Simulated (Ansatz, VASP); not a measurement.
## MgS: VASP beside Ansatz

The input INCAR:

```
SYSTEM = MgS
PREC = Accurate ; ENCUT = 520
EDIFF = 1E-7 ; ISMEAR = 0
SIGMA = 0.02 ; LREAL = .FALSE.
LASPH = .TRUE. ; NELM = 120
ALGO = Normal ; ISIF = 2
LWAVE = .FALSE. ; LCHARG = .FALSE.
GGA = PE ; IBRION = 2
NSW = 60 ; EDIFFG = -0.002
GGA_COMPAT = .FALSE. ; NELMIN = 4
```

KPOINTS

```
regular mesh
0
G
  6 6 6
  0 0 0
```

Contents of POSCAR:

```
MgS
1.0
    0.0000000000      2.5889416591      2.6312655939
    2.5889416591      0.0000000000      2.6312655939
    2.5889416591      2.5889416591      0.0000000000
Mg S
1 1
Direct
    0.0000000000      0.0000000000      0.0000000000
    0.5000000000      0.5000000000      0.5000000000
```

Input for Ansatz:

```yaml
crystal:
  lattice:
    - [0.0, 2.5889416591, 2.6312655939]
    - [2.5889416591, 0.0, 2.6312655939]
    - [2.5889416591, 2.5889416591, 0.0]
  atoms:
    - { symbol: Mg, position: [0.0, 0.0, 0.0] }
    - { symbol: S, position: [0.5, 0.5, 0.5] }
basis:
  ecutwfc: 420
kpoints:
  mp_grid: { grid: [6, 6, 6] }
hamiltonian:
  xc: pbe
  pseudopotentials: { kind: paw, azcp: { folder: soft_1 } }
scf:
  occupations: { method: gaussian, width: 0.02 }
output:
  forces: true
  stress: true
  eigenvalues: true
relax:
  adjacent_minimum: "off"
  f_tol: 0.002
  max_steps: 40
```

Change from the starting cell: strained cell.

Alike in both runs: task relaxation of the atoms; functional PBE; k mesh 6 × 6 × 6; occupations gaussian, width 0.02 eV; no spin polarisation.

|  | VASP | Ansatz |
| --- | --- | --- |
| version | VASP 6.6.1 | Ansatz 0.2.0 |
| potentials or method | VASP PAW PBE potentials, release 64 (Mg, S), cutoff 520 eV | scalar-relativistic, plane waves, PAW |
| valence electrons in the cell | 8 | 16 |

Ansatz gave:

```
gap on the k mesh at the Fermi level, each at its own relaxed structure (eV) : 2.71
```

Task: Which values does VASP return?

Result: gap on the k mesh at the Fermi level, each at its own relaxed structure (eV): 2.70.

VASP's potentials hold 8 valence electrons a cell and Ansatz's 16, so a difference there can come from the potentials and not from the codes. Ansatz's warnings: stress scf threshold loose.

Noted on VASP's run: the relaxation stopped at its first step, so nothing moved.
